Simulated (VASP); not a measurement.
Set up this calculation in VASP 6.6.1, as the native input.

```
Task                   : single point
Functional             : PBE
Potentials or basis    : VASP PAW PBE potentials, release 64 (Si, O)
Cutoff                 : 520 eV
k mesh                 : 6 × 6 × 8
Occupations            : gaussian, width 0.05 eV
Spin                   : no spin polarisation
Dipole correction      : no
Further INCAR settings : ALGO = Normal; EDIFF = 1e-06; NBANDS = 25
```

The structure of SiO2 lies in POSCAR:

```
SiO2
1.0
    4.4055611957      0.0000000000      0.0000000000
    0.0000000000      4.4055611957      0.0000000000
    0.0000000000      0.0000000000      2.7980972306
Si O
2 4
Direct
    0.5000000000      0.5000000000      0.5000000000
    0.0000000000      0.0000000000      0.0000000000
    0.6930152167      0.6930152167      0.0000000000
    0.1930152167      0.8069847833      0.5000000000
    0.3069847833      0.3069847833      0.0000000000
    0.8069847833      0.1930152167      0.5000000000
```

This cell differs from its parent crystal: strain +0.040 along x and y, +0.040 along z.

These files were run (other wordings do the same):

INCAR

```
SYSTEM = SiO2
PREC = Accurate
ENCUT = 520
EDIFF = 1E-6
ISMEAR = 0
SIGMA = 0.05
LREAL = .FALSE.
LASPH = .TRUE.
NELM = 80
ALGO = Normal
ISIF = 2
LWAVE = .FALSE.
LCHARG = .FALSE.
GGA = PE
NBANDS = 25
```

KPOINTS

```
regular mesh
0
G
  6 6 8
  0 0 0
```

Potentials or basis: VASP PAW PBE potentials, release 64 (Si, O).

The run is started by

```sh
$ cat potpaw_PBE.64/Si/POTCAR potpaw_PBE.64/O/POTCAR > POTCAR
$ mpirun -np 1 vasp_std > vasp.out
```

Results of the run:

```json
{
 "Pressure": "-27.2 GPa",
 "Largest force": "0.692 eV/Å",
 "Band gap on the k mesh": "3.12 eV, direct"
}
```

Caveat: the cell differs from its parent crystal (strain +0.040 along x and y, +0.040 along z).

Wall time 30 s on 1 thread of Intel(R) Xeon(R) 6975P-C (Granite Rapids), with other jobs on the host, peak memory 0.19 GiB.
